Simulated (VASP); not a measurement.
# Al16H in VASP: single point with PBE

Aim: the single point of Al16H with PBE.

Program: VASP 6.6.1. These are calculated values, not measurements. Logs are shortened: lines on timing, memory, paths and dates and some standing lists are left out, and cuts for length are marked.

## Step 1: The cell of the first run

The cell holds a slab with vacuum, 17 atoms: a = 8.100 Å, b = 5.728 Å, c = 16.296 Å, α = 90.00°, β = 90.00°, γ = 90.00°.

## Step 2: Single point, PBE

INCAR reads:

```
SYSTEM = Al16H
PREC = Accurate ; ENCUT = 520
EDIFF = 1E-6 ; ISMEAR = -1
SIGMA = 0.1 ; LREAL = Auto
LASPH = .True. ; NELM = 100
ALGO = Normal ; ISIF = 2
LWAVE = .False. ; LCHARG = .False.
GGA = PE ; NBANDS = 38
```

KPOINTS reads:

```
regular mesh
0
Gamma
  2 3 1
  0 0 0
```

POSCAR reads:

```
Al16H
1.0
    8.1000000000      0.0000000000      0.0000000000
    0.0000000000      5.7275650000      0.0000000000
    0.0000000000      0.0000000000     16.2956740000
Al H
16 1
Direct
    0.2500000000      0.2500000000      0.0613660000
    0.7500000000      0.2500000000      0.0613660000
    0.2500000000      0.7500000000      0.0613660000
    0.7500000000      0.7500000000      0.0613660000
   -0.0000643304     -0.0009523528      0.1384434748
    0.4998264592      0.0004382366      0.1394822727
   -0.0000680020      0.5009232512      0.1383923872
    0.4998315903      0.4995787429      0.1394877108
    0.2527337697      0.2500130342      0.2264030023
    0.7466301048      0.2499963100      0.2264581301
    0.2528292592      0.7500228207      0.2298022951
    0.7462205215      0.7500378821      0.2297531353
   -0.0004726995     -0.0055865198      0.3041005632
    0.4995213836      0.0029081051      0.3081291645
   -0.0004801961      0.5056050362      0.3040264401
    0.4995312792      0.4971339383      0.3081293719
   -0.0002031246      0.2501700759      0.3702919230
```

Potentials or basis: VASP PAW PBE potentials, release 64 (Al, H).

Run with:

```sh
> cat potpaw_PBE.64/Al/POTCAR potpaw_PBE.64/H/POTCAR > POTCAR
> mpirun -np 1 vasp_std > vasp.out
```

OUTCAR:

```text
SYSTEM = Al16H
   PREC = Accurate
   ENCUT = 520
   EDIFF = 1E-6
   ISMEAR = -1
   LREAL = Auto
   LASPH = .True.
   NELM = 100
   ISIF = 2
   GGA = PE

 ion  position               nearest neighbor table
   1  0.250  0.250  0.061-   9 2.69   7 2.78   5 2.78   6 2.79   8 2.79   3 2.86   3 2.86
   2  0.750  0.250  0.061-  10 2.69   7 2.78   5 2.78   6 2.79   8 2.79   4 2.86   4 2.86
   3  0.250  0.750  0.061-  11 2.74   7 2.78   5 2.78   6 2.79   8 2.79   1 2.86   1 2.86
   4  0.750  0.750  0.061-  12 2.74   7 2.78   5 2.78   8 2.79   6 2.79   2 2.86   2 2.86
   5  1.000  0.999  0.138-  13 2.70   4 2.78   3 2.78   2 2.78   1 2.78   7 2.85   7 2.87   9 2.88
                            10 2.89  11 2.91  12 2.91
   6  0.500  0.000  0.139-  14 2.75   1 2.79   2 2.79   3 2.79   4 2.79  10 2.84   9 2.84   8 2.86
                            12 2.86  11 2.87   8 2.87
   7  1.000  0.501  0.138-  15 2.70   4 2.78   3 2.78   2 2.78   1 2.78   5 2.85   5 2.87   9 2.88
                            10 2.89  11 2.91  12 2.91
   8  0.500  0.500  0.139-  16 2.75   1 2.79   2 2.79   3 2.79   4 2.79  10 2.84   9 2.84   6 2.86
                            12 2.86  11 2.87   6 2.87
   9  0.253  0.250  0.226-   1 2.69  14 2.79  16 2.79  15 2.82  13 2.82   8 2.84   6 2.84  11 2.86
                            11 2.86   5 2.88   7 2.88
  10  0.747  0.250  0.226-   2 2.69  14 2.79  16 2.79  15 2.82  13 2.82   8 2.84   6 2.84  12 2.86
                            12 2.86   5 2.89   7 2.89
  11  0.253  0.750  0.230-   3 2.74  15 2.76  13 2.76  14 2.78  16 2.78   9 2.86   9 2.86   6 2.87
                             8 2.87   5 2.91   7 2.91
  12  0.746  0.750  0.230-   4 2.74  15 2.76  13 2.76  14 2.78  16 2.78  10 2.86   6 2.86   8 2.86
                            10 2.86   5 2.91   7 2.91
  13  1.000  0.994  0.304-  17 1.82   5 2.70  11 2.76  12 2.76  15 2.80  10 2.82   9 2.82  15 2.93

  14  0.500  0.003  0.308-   6 2.75  11 2.78  12 2.78   9 2.79  10 2.79  16 2.83  16 2.90
  15  1.000  0.506  0.304-  17 1.82   7 2.70  11 2.76  12 2.76  13 2.80  10 2.82   9 2.82  13 2.93

  16  0.500  0.497  0.308-   8 2.75  11 2.78  12 2.78   9 2.79  10 2.79  14 2.83  14 2.90
  17  1.000  0.250  0.370-  15 1.82  13 1.82

  LATTYP: Found a simple orthorhombic cell.
 ALAT       =     5.7275650000
 B/A-ratio  =     1.4142135445
 C/A-ratio  =     2.8451312207

  Lattice vectors:

 A1 = (   0.0000000000,  -5.7275650000,   0.0000000000)
 A2 = (   8.1000000000,   0.0000000000,   0.0000000000)
 A3 = (   0.0000000000,   0.0000000000,  16.2956740000)

Analysis of symmetry for initial positions (statically):
=====================================================================
 Subroutine PRICEL returns:
 Original cell was already a primitive cell.

 Routine SETGRP: Setting up the symmetry group for a
 simple orthorhombic supercell.

 Subroutine GETGRP returns: Found  1 space group operations
 (whereof  1 operations were pure point group operations)
 out of a pool of  8 trial point group operations.

The static configuration has the point symmetry C_1 .

Analysis of symmetry for dynamics (positions and initial velocities):
=====================================================================
 Subroutine PRICEL returns:
 Original cell was already a primitive cell.

 Routine SETGRP: Setting up the symmetry group for a
 simple orthorhombic supercell.

 Subroutine GETGRP returns: Found  1 space group operations
 (whereof  1 operations were pure point group operations)
 out of a pool of  8 trial point group operations.

The dynamic configuration has the point symmetry C_1 .

 Subroutine INISYM returns: Found  1 space group operations
 (whereof  1 operations are pure point group operations),
 and found     1 'primitive' translations

----------------------------------------------------------------------------------------

                                     Primitive cell

  volume of cell :     756.0097

  direct lattice vectors                    reciprocal lattice vectors
     8.100000000  0.000000000  0.000000000     0.123456790  0.000000000  0.000000000
     0.000000000  5.727565000  0.000000000     0.000000000  0.174594265  0.000000000
     0.000000000  0.000000000 16.295674000     0.000000000  0.000000000  0.061365980

  length of vectors
     8.100000000  5.727565000 16.295674000     0.123456790  0.174594265  0.061365980

  position of ions in fractional coordinates (direct lattice)
     0.250000000  0.250000000  0.061366000
     0.750000000  0.250000000  0.061366000
     0.250000000  0.750000000  0.061366000
     0.750000000  0.750000000  0.061366000
     0.999935670  0.999047647  0.138443475
     0.499826459  0.000438237  0.139482273
[... 9 lines left out ...]
     0.499531279  0.497133938  0.308129372
     0.999796875  0.250170076  0.370291923

  ion indices of the primitive-cell ions
   primitive index   ion index
                 1           1
                 2           2
                 3           3
                 4           4
                 5           5
                 6           6
[... 9 lines left out ...]
                16          16
                17          17

----------------------------------------------------------------------------------------

 KPOINTS: regular mesh

Automatic generation of k-mesh.
 Grid dimensions read from file:
 generate k-points for:    2    3    1

 Generating k-lattice:

  Cartesian coordinates                     Fractional coordinates (reciprocal lattice)
     0.061728395  0.000000000  0.000000000     0.500000000  0.000000000  0.000000000
     0.000000000  0.058198088  0.000000000     0.000000000  0.333333333  0.000000000
     0.000000000  0.000000000  0.061365980     0.000000000  0.000000000  1.000000000

  Length of vectors
     0.061728395  0.058198088  0.061365980

  Shift w.r.t. Gamma in fractional coordinates (k-lattice)
     0.000000000  0.000000000  0.000000000

 Subroutine IBZKPT returns following result:
 ===========================================

 Found      4 irreducible k-points:

 Following reciprocal coordinates:
            Coordinates               Weight
  0.000000  0.000000  0.000000      1.000000
  0.500000  0.000000  0.000000      1.000000
  0.000000  0.333333  0.000000      2.000000
  0.500000  0.333333  0.000000      2.000000
   k-points           NKPTS =      4   k-points in BZ     NKDIM =      4   number of bands    NBANDS=     38
   number of dos      NEDOS =    301   number of ions     NIONS =     17
   total plane-waves  NPLWV = 362880
   dimension x,y,z NGX =    60 NGY =   48 NGZ =  126
   dimension x,y,z NGXF=   120 NGYF=   96 NGZF=  252
   ions per type =              16   1
   NGX,Y,Z   is equivalent  to a cutoff of  12.31, 13.93, 12.85 a.u.
   NGXF,Y,Z  is equivalent  to a cutoff of  24.63, 27.86, 25.71 a.u.
 SYSTEM =  Al16H
   PREC   = accura    normal or accurate (medium, high low for compatibility)
   ISTART =      0    job   : 0-new  1-cont  2-samecut
   ICHARG =      2    charge: 1-file 2-atom 10-const
   ISPIN  =      1    spin polarized calculation?
   LNONCOLLINEAR =      F non collinear calculations
   LSORBIT =      F    spin-orbit coupling
   LASPH  =      T    aspherical Exc in radial PAW
   ENCUT  =  520.0 eV  38.22 Ry    6.18 a.u.  15.06 10.65 30.30*2*pi/ulx,y,z
   NELM   =    100;   NELMIN=  2; NELMDL= -5     # of ELM steps
   EDIFF  = 0.1E-05   stopping-criterion for ELM
   LREAL  =      T    real-space projection
   EDIFFG = 0.1E-04   stopping-criterion for IOM
   NSW    =      0    number of steps for IOM
   IBRION =     -1    ionic relax: 0-MD 1-quasi-New 2-CG
   NFREE  =      0    steps in history (QN), initial steepest desc. (CG)
   ISIF   =      2    stress and relaxation
   ISYM   =      2    0-nonsym 1-usesym 2-fastsym
   POTIM  = 0.5000    time-step for ionic-motion
   TEBEG  =    0.0;   TEEND  =   0.0 temperature during run
   PSTRESS=    0.0 pullay stress
   NELECT =      49.0000    total number of electrons
   NUPDOWN=      -1.0000    fix difference up-down
   EMIN   =  10.00;   EMAX   =-10.00  energy-range for DOS
   EFERMI =   0.00;   METHOD = LEGACY
   ISMEAR =    -1;   SIGMA  =   0.10  broadening in eV -4-tet -1-fermi 0-gaus
   EFERMI_NEDOS =   21; number of points for ismear=-14 and -15
   IALGO  =     38    algorithm
   IMIX   =      4    mixing-type and parameters
     AMIX     =   0.40;   BMIX     =  1.00
     AMIX_MAG =   1.60;   BMIX_MAG =  1.00
  volume/ion in A,a.u.               =      44.47       300.11
  Fermi-wavevector in a.u.,A,eV,Ry     =   0.657604  1.242691  5.883743  0.432443
  Thomas-Fermi vector in A             =   1.729164
   LORBIT       =      0    0 simple, 1 ext, 2 COOP (PROOUT), +10 PAW based schemes
   GGA     = PE    functional components
[... 5 lines left out ...]
 non-spin polarized calculation
  energy-cutoff  :      520.00
  volume of cell :      756.01
 maximum number of plane-waves:     20376
   NGX = 31   NGY = 21   NGZ = 61

 number of electron      48.9999999 magnetization

 Free energy of the ion-electron system (eV)
  ---------------------------------------------------
  ext. energy  EPLUGINS =         0.00000000
  ---------------------------------------------------
  free energy    TOTEN  =       -57.79597823 eV

  energy without entropy =      -57.52906674  energy(sigma->0) =      -57.66252248

 E-fermi :   0.1276     XC(G=0):  -4.7574

 val. band max:        0.1245904586   @ k =   0.0000   0.3333   0.0000
 cond. band min:       0.1707771317   @ k =   0.0000   0.0000   0.0000
 fundamental gap:      0.0461866731
 Fermi energy:         0.1275797900

 k-point     1 :       0.0000    0.0000    0.0000
  band No.  band energies     occupation
      1     -10.1388      2.00000
      2      -8.1067      2.00000
      3      -7.9028      2.00000
      4      -7.7102      2.00000
      5      -6.1036      2.00000
      6      -5.7041      2.00000
[... 28 lines left out ...]
     35       2.1512      0.00000
     36       2.5118      0.00000

 k-point     2 :       0.5000    0.0000    0.0000
  band No.  band energies     occupation
      1      -9.6204      2.00000
      2      -9.5519      2.00000
      3      -7.5263      2.00000
      4      -7.0560      2.00000
      5      -5.5612      2.00000
      6      -5.1745      2.00000
[... 28 lines left out ...]
     35       1.9858      0.00000
     36       2.5824      0.00000

 k-point     3 :       0.0000    0.3333    0.0000
  band No.  band energies     occupation
      1      -9.6425      2.00000
      2      -8.1713      2.00000
      3      -7.6445      2.00000
      4      -7.4129      2.00000
      5      -7.2287      2.00000
      6      -6.2432      2.00000
[... 28 lines left out ...]
     35       2.2083      0.00000
     36       2.2564      0.00000

 k-point     4 :       0.5000    0.3333    0.0000
  band No.  band energies     occupation
      1      -9.1296      2.00000
      2      -9.0559      2.00000
      3      -7.6901      2.00000
      4      -7.5783      2.00000
      5      -7.0576      2.00000
      6      -6.5647      2.00000
[... 28 lines left out ...]
     35       2.5813      0.00000
     36       2.9873      0.00000
 [bands above 36 left out]

------------------------ aborting loop because EDIFF is reached ----------------------------------------

  FORCE on cell =-STRESS in cart. coord.  units (eV):
  Direction    XX          YY          ZZ          XY          YZ          ZX
  --------------------------------------------------------------------------------------
  -------------------------------------------------------------------------------------
  Total        6.0493636    -11.6081997     -0.1510644      0.0002387      0.0002782      0.0213825
  in kB       12.8201439    -24.6007349     -0.3201441      0.0005060      0.0005896      0.0453149
  external PRESSURE =      -4.0335783 kB  Pullay stress =       0.0000000 kB

 VOLUME and BASIS-vectors are now :
 -----------------------------------------------------------------------------
  energy-cutoff  :      520.00
  volume of cell :      756.01
      direct lattice vectors                 reciprocal lattice vectors
     8.100000000  0.000000000  0.000000000     0.123456790  0.000000000  0.000000000
     0.000000000  5.727565000  0.000000000     0.000000000  0.174594265  0.000000000
     0.000000000  0.000000000 16.295674000     0.000000000  0.000000000  0.061365980

 POSITION                                       TOTAL-FORCE (eV/Angst)
 -----------------------------------------------------------------------------------
      2.02500      1.43189      1.00000         0.019664     -0.000218     -0.109305
      6.07500      1.43189      1.00000        -0.023634     -0.000352     -0.105227
      2.02500      4.29567      1.00000        -0.009577      0.000124      0.122094
      6.07500      4.29567      1.00000         0.005738      0.000257      0.122680
      8.09948      5.72211      2.25603        -0.000619     -0.012885     -0.008015
      4.04859      0.00251      2.27296         0.002896     -0.009534      0.000630
[... 9 lines left out ...]
      4.04620      2.84737      5.02118         0.000677      0.001294     -0.007611
      8.09835      1.43287      6.03416         0.000165     -0.000532     -0.008624
 -----------------------------------------------------------------------------------
    total drift:                               -0.003610     -0.000042      0.003148

  FREE ENERGIE OF THE ION-ELECTRON SYSTEM (eV)
  ---------------------------------------------------
  free  energy   TOTEN  =       -57.7959782275 eV

  energy  without entropy=      -57.5290667419  energy(sigma->0) =      -57.66252248
```

It took 3 min on 1 thread of AMD EPYC 9R45 (Zen 5), shared host; peak memory 0.66 GiB.

Results:

| Property | Result |
| --- | --- |
| Free energy | -57.7960 eV |
| Largest force | 0.123 eV/Å |

Forces on the atoms (eV/Å):
```
Al   0.020  0.000 -0.109
Al  -0.024  0.000 -0.105
Al  -0.010  0.000  0.122
Al   0.006  0.000  0.123
Al  -0.001 -0.013 -0.008
Al   0.003 -0.010  0.001
Al  -0.002  0.013 -0.007
Al   0.003  0.010  0.000
Al  -0.001  0.000  0.005
Al   0.000  0.000  0.001
Al   0.010  0.000  0.004
Al  -0.005  0.000  0.011
Al  -0.001 -0.011 -0.008
Al   0.000 -0.001 -0.008
Al  -0.001  0.012 -0.005
Al   0.001  0.001 -0.008
H    0.000 -0.001 -0.009
```

Levels at points of the mesh, in eV from the Fermi level:
```csv
k point,band 22,band 23,band 24,band 25,band 26,band 27
"(0.00, 0.00, 0.00)",-0.72,-0.69,-0.62,-0.15,0.04,0.20
"(0.50, 0.00, 0.00)",-0.94,-0.92,-0.86,0.04,0.32,0.50
```

Caveat: the k points lie up to 0.39 Å⁻¹ apart.
